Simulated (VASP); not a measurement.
Set up this calculation in VASP 6.6.1, as the native input.

- Task: single point
- Functional: PBE
- Potentials or basis: VASP PAW PBE potentials, release 64 (H, Mo_sv)
- Cutoff: 520 eV
- k mesh: 14 × 14 × 12
- Occupations: gaussian, width 0.1 eV
- Spin: no spin polarisation
- Dipole correction: no
- Further INCAR settings: ALGO = Normal; EDIFF = 1e-06; NBANDS = 16

The structure of MoH3 lies in POSCAR:

```
MoH3
1.0
    1.5007265607     -3.1198420499      0.0000000000
    1.5007265607      3.1198420499      0.0000000000
    0.0000000000      0.0000000000      2.7785362006
H Mo
3 1
Direct
    0.3100370145      0.6899629855      0.0000000000
    0.6899629855      0.3100370145      0.0000000000
    0.5000000000      0.5000000000      0.5000000000
    0.0000000000      0.0000000000      0.0000000000
```

The cell was built from a structure type or drawn by symmetry, and may not be a known phase.

The input as run:

INCAR

```
SYSTEM = MoH3
PREC = Accurate ; ENCUT = 520
EDIFF = 1E-6 ; ISMEAR = 0
SIGMA = 0.1 ; LREAL = .FALSE.
LASPH = .TRUE. ; NELM = 60
ALGO = Normal ; ISIF = 2
LWAVE = .FALSE. ; LCHARG = .TRUE.
GGA = PE ; LELF = .TRUE.
LVHAR = .TRUE. ; NBANDS = 16
```

KPOINTS

```
Automatic mesh
0
G
  14 14 12
  0 0 0
```

Potentials or basis: VASP PAW PBE potentials, release 64 (H, Mo_sv).

Run with:

```bash
$ cat potpaw_PBE.64/H/POTCAR potpaw_PBE.64/Mo_sv/POTCAR > POTCAR
$ mpirun -np 1 vasp_std > vasp.out
```

It gave:

```json
{
 "Pressure": "0.0 GPa",
 "Largest force": "0.003 eV/Å",
 "Band gap on the k mesh": "zero (an odd number of electrons rules out a gap without spin polarisation)"
}
```

It took 4.2 min on 1 thread of Intel Xeon 8259CL (shared host), peak memory 0.28 GiB.
